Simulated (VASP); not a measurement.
A run of VASP 6.6.1 is set up as follows.

The input INCAR:

```
SYSTEM = Na4Pd
PREC = Accurate
ENCUT = 520
EDIFF = 1E-6
ISMEAR = 0
SIGMA = 0.1
LREAL = .False.
LASPH = .True.
NELM = 150
ALGO = Fast
ISIF = 2
LWAVE = .False.
LCHARG = .False.
ISPIN = 2
MAGMOM = 0 0 0 0 1
LORBIT = 11
LMAXMIX = 4
GGA = PE
NBANDS = 31
```

Contents of KPOINTS:

```
Automatic mesh
0
Gamma
  4 4 4
  0 0 0
```

The input POSCAR:

```
Na4Pd
1.0
    5.5648200275      0.0000000000      0.0000000000
    0.0000000000      5.5648200275      0.0000000000
    0.0000000000      0.0000000000      5.5648200275
Na Pd
4 1
Direct
    0.5000000000      0.0000000000      0.0000000000
    0.0000000000      0.5000000000      0.0000000000
    0.0000000000      0.0000000000      0.5000000000
    0.5000000000      0.5000000000      0.5000000000
    0.0000000000      0.0000000000      0.0000000000
```

Potentials or basis: VASP PAW PBE potentials, release 64 (Na_pv, Pd).

Command:

```sh
$ cat potpaw_PBE.64/Na_pv/POTCAR potpaw_PBE.64/Pd/POTCAR > POTCAR
$ mpirun -np 1 vasp_std > vasp.out
```

(1) Estimate the net moment.

(2) Estimate the band gap on the k mesh.

## Answers

(1) 0.00 μB per cell.

(2) zero (filled and empty bands overlap).
